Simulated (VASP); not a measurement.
# Sc2BiF6 (P4/mmm) in VASP: single point with PBE

Aim: the single point of Sc2BiF6 with PBE.

Program: VASP 6.6.1. These are calculated values, not measurements. Logs are shortened: lines on timing, memory, paths and dates and some standing lists are left out, and cuts for length are marked.

### Step 1. The cell of the first run

It takes space group P4/mmm (No. 123, tetragonal). The conventional cell has a = 4.303 Å, b = 4.303 Å, c = 9.152 Å, α = 90.00°, β = 90.00°, γ = 90.00°. Sc (site symmetry 4mm) has 1 Sc at 2.42 Å and 8 F at 2.47 to 3.22 Å within 3.3 Å. Within 2.8 Å of Bi (site symmetry 4/mmm) lie 6 F at 2.15 to 2.31 Å. Within 2.8 Å of F (site symmetry mmm) lie 2 Bi at 2.15 Å. Within 3.3 Å of F (site symmetry mmm) lie 4 Sc at 2.47 Å and 8 F at 3.04 to 3.12 Å. Within 3.3 Å of F (site symmetry 4mm) lie 1 Bi at 2.31 Å and 8 F at 3.12 to 3.16 Å and 4 Sc at 3.22 Å.

### Step 2. Single point, PBE, collinear spin (atoms taken out)

INCAR reads:

```
SYSTEM = Sc2BiF6
PREC = Accurate
ENCUT = 520
EDIFF = 1E-7
ISMEAR = 0
SIGMA = 0.1
LREAL = .FALSE.
LASPH = .TRUE.
NELM = 150
ALGO = Normal
ISIF = 2
LWAVE = .FALSE.
LCHARG = .TRUE.
ISPIN = 2
MAGMOM = 1 1 0 0 0 0 0 0 0
LORBIT = 11
LMAXMIX = 4
GGA = PE
LELF = .TRUE.
LVHAR = .TRUE.
NBANDS = 54
```

KPOINTS reads:

```
Automatic mesh
0
G
  4 4 2
  0 0 0
```

POSCAR reads:

```
Sc2BiF6
1.0
    4.3026156451      0.0000000000      0.0000000000
    0.0000000000      4.3026156451      0.0000000000
    0.0000000000      0.0000000000      9.1522487520
Sc Bi F
2 1 6
Direct
    0.5000000000      0.5000000000      0.3675898720
    0.5000000000      0.5000000000      0.6324101280
    0.0000000000      0.0000000000      0.0000000000
    0.5000000000      0.0000000000      0.0000000000
    0.5000000000      0.0000000000      0.5000000000
    0.0000000000      0.5000000000      0.0000000000
    0.0000000000      0.5000000000      0.5000000000
    0.0000000000      0.0000000000      0.2527320532
    0.0000000000      0.0000000000      0.7472679468
```

Potentials or basis: VASP PAW PBE potentials, release 64 (Sc_sv, Bi_d, F).

The run is started by

```console
cat potpaw_PBE.64/Sc_sv/POTCAR potpaw_PBE.64/Bi_d/POTCAR potpaw_PBE.64/F/POTCAR > POTCAR
mpirun -np 1 vasp_std > vasp.out
```

OUTCAR:

```text
SYSTEM = Sc2BiF6
   PREC = Accurate
   ENCUT = 520
   EDIFF = 1E-7
   ISMEAR = 0
   LREAL = .FALSE.
   LASPH = .TRUE.
   NELM = 150
   ISIF = 2
   ISPIN = 2
   LORBIT = 11
   GGA = PE

 ion  position               nearest neighbor table
   1  0.500  0.500  0.368-   2 2.42   5 2.47   7 2.47   5 2.47   7 2.47
   2  0.500  0.500  0.632-   1 2.42   5 2.47   7 2.47   5 2.47   7 2.47
   3  0.000  0.000  0.000-   4 2.15   6 2.15   6 2.15   4 2.15   8 2.31   9 2.31
   4  0.500  0.000  0.000-   3 2.15   3 2.15
   5  0.500  0.000  0.500-   1 2.47   2 2.47   1 2.47   2 2.47
   6  0.000  0.500  0.000-   3 2.15   3 2.15
   7  0.000  0.500  0.500-   1 2.47   2 2.47   1 2.47   2 2.47
   8  0.000  0.000  0.253-   3 2.31
   9  0.000  0.000  0.747-   3 2.31

  LATTYP: Found a simple tetragonal cell.
 ALAT       =     4.3026156451
 C/A-ratio  =     2.1271360277

  Lattice vectors:

 A1 = (   4.3026156451,   0.0000000000,   0.0000000000)
 A2 = (   0.0000000000,   4.3026156451,   0.0000000000)
 A3 = (   0.0000000000,   0.0000000000,   9.1522487520)

Analysis of symmetry for initial positions (statically):
=====================================================================
 Subroutine PRICEL returns:
 Original cell was already a primitive cell.

 Routine SETGRP: Setting up the symmetry group for a
 simple tetragonal supercell.

 Subroutine GETGRP returns: Found 16 space group operations
 (whereof 16 operations were pure point group operations)
 out of a pool of 16 trial point group operations.

The static configuration has the point symmetry D_4h.

Analysis of symmetry for dynamics (positions and initial velocities):
=====================================================================
 Subroutine PRICEL returns:
 Original cell was already a primitive cell.

 Routine SETGRP: Setting up the symmetry group for a
 simple tetragonal supercell.

 Subroutine GETGRP returns: Found 16 space group operations
 (whereof 16 operations were pure point group operations)
 out of a pool of 16 trial point group operations.

The dynamic configuration has the point symmetry D_4h.

Analysis of structural, dynamic, and magnetic symmetry:
=====================================================================
 Subroutine PRICEL returns:
 Original cell was already a primitive cell.

 Routine SETGRP: Setting up the symmetry group for a
 simple tetragonal supercell.

 Subroutine GETGRP returns: Found 16 space group operations
 (whereof 16 operations were pure point group operations)
 out of a pool of 16 trial point group operations.

The overall configuration has the point symmetry D_4h.

 Subroutine INISYM returns: Found 16 space group operations
 (whereof 16 operations are pure point group operations),
 and found     1 'primitive' translations

----------------------------------------------------------------------------------------

                                     Primitive cell

  volume of cell :     169.4310

  direct lattice vectors                    reciprocal lattice vectors
     4.302615645  0.000000000  0.000000000     0.232416763  0.000000000  0.000000000
     0.000000000  4.302615645  0.000000000     0.000000000  0.232416763  0.000000000
     0.000000000  0.000000000  9.152248752     0.000000000  0.000000000  0.109262764

  length of vectors
     4.302615645  4.302615645  9.152248752     0.232416763  0.232416763  0.109262764

  position of ions in fractional coordinates (direct lattice)
     0.500000000  0.500000000  0.367589872
     0.500000000  0.500000000  0.632410128
     0.000000000  0.000000000  0.000000000
     0.500000000  0.000000000  0.000000000
     0.500000000  0.000000000  0.500000000
     0.000000000  0.500000000  0.000000000
     0.000000000  0.500000000  0.500000000
     0.000000000  0.000000000  0.252732053
     0.000000000  0.000000000  0.747267947

  ion indices of the primitive-cell ions
   primitive index   ion index
                 1           1
                 2           2
                 3           3
                 4           4
                 5           5
                 6           6
                 7           7
                 8           8
                 9           9

----------------------------------------------------------------------------------------

 KPOINTS: Automatic mesh

Automatic generation of k-mesh.
 Grid dimensions read from file:
 generate k-points for:    4    4    2

 Generating k-lattice:

  Cartesian coordinates                     Fractional coordinates (reciprocal lattice)
     0.058104191  0.000000000  0.000000000     0.250000000  0.000000000  0.000000000
     0.000000000  0.058104191  0.000000000     0.000000000  0.250000000  0.000000000
     0.000000000  0.000000000  0.054631382     0.000000000  0.000000000  0.500000000

  Length of vectors
     0.058104191  0.058104191  0.054631382

  Shift w.r.t. Gamma in fractional coordinates (k-lattice)
     0.000000000  0.000000000  0.000000000

 Subroutine IBZKPT returns following result:
 ===========================================

 Found     12 irreducible k-points:

 Following reciprocal coordinates:
            Coordinates               Weight
  0.000000  0.000000  0.000000      1.000000
  0.250000  0.000000  0.000000      4.000000
  0.500000  0.000000  0.000000      2.000000
  0.250000  0.250000  0.000000      4.000000
  0.500000  0.250000  0.000000      4.000000
  0.500000  0.500000  0.000000      1.000000
  0.000000  0.000000  0.500000      1.000000
  0.250000  0.000000  0.500000      4.000000
  0.500000  0.000000  0.500000      2.000000
  0.250000  0.250000  0.500000      4.000000
  0.500000  0.250000  0.500000      4.000000
  0.500000  0.500000  0.500000      1.000000
   k-points           NKPTS =     12   k-points in BZ     NKDIM =     12   number of bands    NBANDS=     54
   number of dos      NEDOS =    301   number of ions     NIONS =      9
   total plane-waves  NPLWV =  71680
   dimension x,y,z NGX =    32 NGY =   32 NGZ =   70
   dimension x,y,z NGXF=    64 NGYF=   64 NGZF=  140
   ions per type =               2   1   6
   NGX,Y,Z   is equivalent  to a cutoff of  12.36, 12.36, 12.72 a.u.
   NGXF,Y,Z  is equivalent  to a cutoff of  24.73, 24.73, 25.43 a.u.
 SYSTEM =  Sc2BiF6
   PREC   = accura    normal or accurate (medium, high low for compatibility)
   ISTART =      0    job   : 0-new  1-cont  2-samecut
   ICHARG =      2    charge: 1-file 2-atom 10-const
   ISPIN  =      2    spin polarized calculation?
   LNONCOLLINEAR =      F non collinear calculations
   LSORBIT =      F    spin-orbit coupling
   LASPH  =      T    aspherical Exc in radial PAW
   ENCUT  =  520.0 eV  38.22 Ry    6.18 a.u.   8.00  8.00 17.02*2*pi/ulx,y,z
   NELM   =    150;   NELMIN=  2; NELMDL= -5     # of ELM steps
   EDIFF  = 0.1E-06   stopping-criterion for ELM
   LREAL  =      F    real-space projection
   EDIFFG = 0.1E-05   stopping-criterion for IOM
   NSW    =      0    number of steps for IOM
   IBRION =     -1    ionic relax: 0-MD 1-quasi-New 2-CG
   NFREE  =      0    steps in history (QN), initial steepest desc. (CG)
   ISIF   =      2    stress and relaxation
   ISYM   =      2    0-nonsym 1-usesym 2-fastsym
   POTIM  = 0.5000    time-step for ionic-motion
   TEBEG  =    0.0;   TEEND  =   0.0 temperature during run
   PSTRESS=    0.0 pullay stress
   NELECT =      79.0000    total number of electrons
   NUPDOWN=      -1.0000    fix difference up-down
   EMIN   =  10.00;   EMAX   =-10.00  energy-range for DOS
   EFERMI =   0.00;   METHOD = LEGACY
   ISMEAR =     0;   SIGMA  =   0.10  broadening in eV -4-tet -1-fermi 0-gaus
   EFERMI_NEDOS =   21; number of points for ismear=-14 and -15
   IALGO  =     38    algorithm
   IMIX   =      4    mixing-type and parameters
     AMIX     =   0.40;   BMIX     =  1.00
     AMIX_MAG =   1.60;   BMIX_MAG =  1.00
  volume/ion in A,a.u.               =      18.83       127.04
  Fermi-wavevector in a.u.,A,eV,Ry     =   1.269462  2.398935 21.926233  1.611533
  Thomas-Fermi vector in A             =   2.402502
   LORBIT       =     11    0 simple, 1 ext, 2 COOP (PROOUT), +10 PAW based schemes
   GGA     = PE    functional components
   LHFCALC =     F    Hartree Fock is set to
   AEXX    =    0.0000 exact exchange contribution
   IVDW    =     0    specifies the selected vdW correction
   LEPSILON=     F    determine dielectric tensor
   LRPA    =     F    only Hartree local field effects (RPA)
 spin polarized calculation
 Gauss-broadening in eV      SIGMA  =   0.10
  energy-cutoff  :      520.00
  volume of cell :      169.43
 maximum number of plane-waves:      4600
   NGX = 17   NGY = 17   NGZ = 35

 number of electron      78.9999956 magnetization       0.8801284

 Free energy of the ion-electron system (eV)
  ---------------------------------------------------
  ext. energy  EPLUGINS =         0.00000000
  ---------------------------------------------------
  free energy    TOTEN  =       -46.39808752 eV

  energy without entropy =      -46.37375714  energy(sigma->0) =      -46.38592233

 E-fermi :   3.9382     XC(G=0):  -8.5133

 val. band max:        3.9212228463   @ k =   0.2500   0.2500   0.0000
 cond. band min:       3.9396474860   @ k =   0.2500   0.0000   0.0000
 fundamental gap:      0.0184246397
 Fermi energy:         3.9382474816

 spin component 1

 k-point     1 :       0.0000    0.0000    0.0000
  band No.  band energies     occupation
      1     -47.1867      1.00000
      2     -46.9581      1.00000
      3     -26.0716      1.00000
      4     -25.9793      1.00000
      5     -25.9793      1.00000
      6     -25.8063      1.00000
[... 43 lines left out ...]
     50       6.2821      0.00000
     51       7.0684      0.00000
[... 592 lines left out ...]
     50       5.6496      0.00000
     51       5.7510      0.00000
 Fermi energy:         3.9382474816

 spin component 2

 k-point     1 :       0.0000    0.0000    0.0000
  band No.  band energies     occupation
      1     -46.8902      1.00000
      2     -46.6641      1.00000
      3     -25.7198      1.00000
      4     -25.7198      1.00000
      5     -25.6741      1.00000
      6     -25.5509      1.00000
[... 43 lines left out ...]
     50       6.3709      0.00000
     51       7.2081      0.00000
[... 592 lines left out ...]
     50       6.0739      0.00000
     51       6.0739      0.00000
 [bands above 51 left out]

------------------------ aborting loop because EDIFF is reached ----------------------------------------

  FORCE on cell =-STRESS in cart. coord.  units (eV):
  Direction    XX          YY          ZZ          XY          YZ          ZX
  --------------------------------------------------------------------------------------
  -------------------------------------------------------------------------------------
  Total        0.0102580      0.0102580      0.7282751      0.0000000      0.0000000      0.0000000
  in kB        0.0970021      0.0970021      6.8867309      0.0000000      0.0000000      0.0000000
  external PRESSURE =       2.3602450 kB  Pullay stress =       0.0000000 kB

 VOLUME and BASIS-vectors are now :
 -----------------------------------------------------------------------------
  energy-cutoff  :      520.00
  volume of cell :      169.43
      direct lattice vectors                 reciprocal lattice vectors
     4.302615645  0.000000000  0.000000000     0.232416763  0.000000000  0.000000000
     0.000000000  4.302615645  0.000000000     0.000000000  0.232416763  0.000000000
     0.000000000  0.000000000  9.152248752     0.000000000  0.000000000  0.109262764

 POSITION                                       TOTAL-FORCE (eV/Angst)
 -----------------------------------------------------------------------------------
      2.15131      2.15131      3.36427         0.000000     -0.000000     -0.202415
      2.15131      2.15131      5.78797        -0.000000     -0.000000      0.202415
      0.00000      0.00000      0.00000         0.000000      0.000000     -0.000000
      2.15131      0.00000      0.00000         0.000000      0.000000     -0.000000
      2.15131      0.00000      4.57612         0.000000      0.000000     -0.000000
      0.00000      2.15131      0.00000         0.000000      0.000000     -0.000000
      0.00000      2.15131      4.57612         0.000000      0.000000     -0.000000
      0.00000      0.00000      2.31307        -0.000000      0.000000      0.024826
      0.00000      0.00000      6.83918         0.000000      0.000000     -0.024826
 -----------------------------------------------------------------------------------
    total drift:                                0.000000      0.000000      0.000000

  FREE ENERGIE OF THE ION-ELECTRON SYSTEM (eV)
  ---------------------------------------------------
  free  energy   TOTEN  =       -46.3980875229 eV

  energy  without entropy=      -46.3737571376  energy(sigma->0) =      -46.38592233

 total charge

# of ion       s       p       d       tot
------------------------------------------
    1        2.149   6.000   1.223   9.372
    2        2.149   6.000   1.223   9.372
    3        1.713   0.755  10.081  12.548
    4        1.752   4.371   0.000   6.123
    5        1.735   4.318   0.000   6.053
    6        1.752   4.371   0.000   6.123
    7        1.735   4.318   0.000   6.053
    8        1.742   4.296   0.000   6.038
    9        1.742   4.296   0.000   6.038
--------------------------------------------------
tot         16.468  38.725  12.526  67.719

 magnetization (x)

# of ion       s       p       d       tot
------------------------------------------
    1        0.009   0.004   0.326   0.339
    2        0.009   0.004   0.326   0.339
    3        0.001   0.006   0.000   0.007
    4        0.000   0.003   0.000   0.003
    5        0.003  -0.003   0.000  -0.000
    6        0.000   0.003   0.000   0.003
    7        0.003  -0.003   0.000  -0.000
    8        0.002   0.001   0.000   0.002
    9        0.002   0.001   0.000   0.002
--------------------------------------------------
tot          0.028   0.014   0.652   0.695
```

It took 4.8 min on 1 thread of Intel Xeon Platinum 8259CL at 2.50GHz (Skylake/Cascade Lake), shared host; peak memory 0.39 GiB.

Results:

```yaml
Free_energy: -46.3981 eV
Pressure: 0.2 GPa
Largest_force: 0.202 eV/Å
Net_moment: 0.88 μB per cell
Site_moments: Sc +0.34; Bi +0.01; F +0.00, -0.00 (each value once) μB
Valence_electrons_inside_the_program's_atomic_spheres: Sc 9.37; Bi 12.55; F 6.12, 6.05, 6.04 (each value once)
```

Forces on the atoms (eV/Å):
```
Sc   0.000  0.000 -0.202
Sc   0.000  0.000  0.202
Bi   0.000  0.000  0.000
F    0.000  0.000  0.000
F    0.000  0.000  0.000
F    0.000  0.000  0.000
F    0.000  0.000  0.000
F    0.000  0.000  0.025
F    0.000  0.000 -0.025
```

Stress tensor (GPa, compression positive):
```
0.01 0.00 0.00
0.00 0.01 0.00
0.00 0.00 0.69
```

Levels at points of the mesh, in eV from the Fermi level:
Spin up:
```csv
k point,band 37,band 38,band 39,band 40,band 41,band 42,band 43,band 44
"(0.00, 0.00, 0.00)",-5.65,-5.12,-1.10,-0.03,0.32,0.37,0.42,0.66
"(0.50, 0.00, 0.00)",-5.65,-4.02,-0.78,-0.39,0.54,0.57,0.69,0.78
"(0.50, 0.50, 0.00)",-5.63,-2.76,-0.55,-0.37,-0.37,0.46,0.72,0.84
"(0.00, 0.00, 0.50)",-5.65,-4.94,-0.99,-0.19,0.20,0.38,0.42,0.65
"(0.50, 0.00, 0.50)",-5.64,-4.02,-0.67,-0.42,0.45,0.56,0.61,0.69
"(0.50, 0.50, 0.50)",-5.63,-2.79,-0.58,-0.32,-0.32,0.53,0.63,0.63
```
Spin down:
| k point | band 35 | band 36 | band 37 | band 38 | band 39 | band 40 | band 41 | band 42 | band 43 | band 44 |
| --- | --- | --- | --- | --- | --- | --- | --- | --- | --- | --- |
| (0.00, 0.00, 0.00) | -5.78 | -5.64 | -5.64 | -5.12 | -0.88 | 0.09 | 0.46 | 0.57 | 0.63 | 1.15 |
| (0.50, 0.00, 0.00) | -5.78 | -5.66 | -5.64 | -4.02 | -0.60 | 0.12 | 0.69 | 0.89 | 1.04 | 1.06 |
| (0.50, 0.50, 0.00) | -5.66 | -5.66 | -5.62 | -2.76 | -0.38 | 0.11 | 0.11 | 0.60 | 0.90 | 0.90 |
| (0.00, 0.00, 0.50) | -5.78 | -5.64 | -5.64 | -4.93 | -0.76 | -0.08 | 0.35 | 0.59 | 0.63 | 1.14 |
| (0.50, 0.00, 0.50) | -5.82 | -5.79 | -5.63 | -4.01 | -0.48 | 0.07 | 0.51 | 0.80 | 0.89 | 1.06 |
| (0.50, 0.50, 0.50) | -5.82 | -5.82 | -5.62 | -2.78 | -0.40 | 0.21 | 0.21 | 0.68 | 0.69 | 0.69 |

Caveat: the k points lie up to 0.37 Å⁻¹ apart; the cell differs from its parent crystal (atoms taken out); a moment this small can come from the mesh or the smearing; spin-orbit coupling is left out, which moves the levels of the heavy elements.
